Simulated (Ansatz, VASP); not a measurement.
Two plane-wave programs on BeS

File POSCAR:

```
BeS
1.0
    0.0000000000      2.5073354173      2.5073354173
    2.5073354173      0.0000000000      2.5073354173
    2.5073354173      2.5073354173      0.0000000000
Be S
1 1
Direct
    0.0000000000      0.0000000000      0.0000000000
    0.2500000000      0.2500000000      0.2500000000
```

File INCAR.step1:

```
SYSTEM = BeS
PREC = Accurate
ENCUT = 520
EDIFF = 1E-5
ISMEAR = 0
SIGMA = 0.01
LREAL = .False.
LASPH = .True.
NELM = 80
ALGO = Normal
ISIF = 2
LWAVE = .True.
LCHARG = .False.
GGA = PE
NBANDS = 11
```

Contents of INCAR.step2:

```
SYSTEM = BeS
PREC = Accurate
ENCUT = 520
EDIFF = 1E-6
ISMEAR = 0
SIGMA = 0.01
LREAL = .False.
LASPH = .True.
NELM = 80
ALGO = Normal
ISIF = 2
LWAVE = .False.
LCHARG = .False.
GGA = PE
LHFCALC = .True.
HFSCREEN = 0.2079
PRECFOCK = Normal
ISTART = 1
NBANDS = 11
```

KPOINTS

```
Automatic mesh
0
Gamma
  6 6 6
  0 0 0
```

Input for Ansatz:

```yaml
crystal:
  lattice:
    - [0.0, 2.5073354173, 2.5073354173]
    - [2.5073354173, 0.0, 2.5073354173]
    - [2.5073354173, 2.5073354173, 0.0]
  atoms:
    - { symbol: Be, position: [0.0, 0.0, 0.0] }
    - { symbol: S, position: [0.25, 0.25, 0.25] }
kpoints:
  mp_grid: { grid: [6, 6, 6] }
  band_path:
    path:
      - [0.0, 0.0, 0.0]
      - [-0.5, -0.5, 0.0]
      - [-0.375, -0.375, 0.25]
      - [-0.375, 0.0, 0.375]
      - [0.0, 0.0, 0.5]
      - [-0.5, -0.25, 0.25]
      - [-0.0375, 0.0, 0.0375]
      - [0.0, 0.5, 0.5]
    npoints: 1
hamiltonian:
  xc: hse06
scf:
  occupations: { method: fixed }
  n_extra_bands: 4
output:
  forces: true
  stress: true
  eigenvalues: true
```

Change from the starting cell: hydrostatic strain +3.0%.

Alike in both runs: task single point; functional HSE06; k mesh 6 × 6 × 6; no spin polarisation.

```csv
,VASP,Ansatz
version,VASP 6.6.1,Ansatz 0.2.0
potentials or method,"VASP PAW PBE potentials, release 64 (Be, S)","plane waves, PAW"
plane-wave cutoff (eV),520,420
occupations,"gaussian, width 0.01 eV",fixed
valence electrons in the cell,8,8
```

|  | VASP | Ansatz | Ansatz less VASP |
| --- | --- | --- | --- |
| gap on the k mesh at the Fermi level (eV) | 4.26 | 4.26 | +0.007 |
| pressure (GPa) | -8.2 | -8.1 | +0.10 |

Ansatz's warnings: stress exchange threshold loose, stress scf threshold loose.
